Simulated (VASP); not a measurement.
Here is a VASP 6.6.1 calculation.

INCAR

```
SYSTEM = NaF
PREC = Accurate
ENCUT = 520
EDIFF = 1E-6
ISMEAR = 0
SIGMA = 0.1
LREAL = .False.
LASPH = .True.
NELM = 80
ALGO = Normal
ISIF = 2
LWAVE = .False.
LCHARG = .False.
GGA = PE
NBANDS = 14
```

File KPOINTS:

```
regular mesh
0
Gamma
  10 10 10
  0 0 0
```

File POSCAR:

```
NaF
1.0
    0.0000000000      2.3200000000      2.3200000000
    2.3200000000      0.0000000000      2.3200000000
    2.3200000000      2.3200000000      0.0000000000
Na F
1 1
Direct
    0.0000000000      0.0000000000      0.0000000000
    0.5000000000      0.5000000000      0.5000000000
```

Potentials or basis: VASP PAW PBE potentials, release 64 (Na_pv, F).

Run with:

```sh
$ cat potpaw_PBE.64/Na_pv/POTCAR potpaw_PBE.64/F/POTCAR > POTCAR
$ mpirun -np 1 vasp_std > vasp.out
```

Q: Predict the pressure.

A: 1.8 GPa.

Q: Predict the band gap on the k mesh.

A: 6.28 eV, direct.

A k mesh can miss the band edges. PBE gaps usually lie below the measured ones, often by a third to a half.
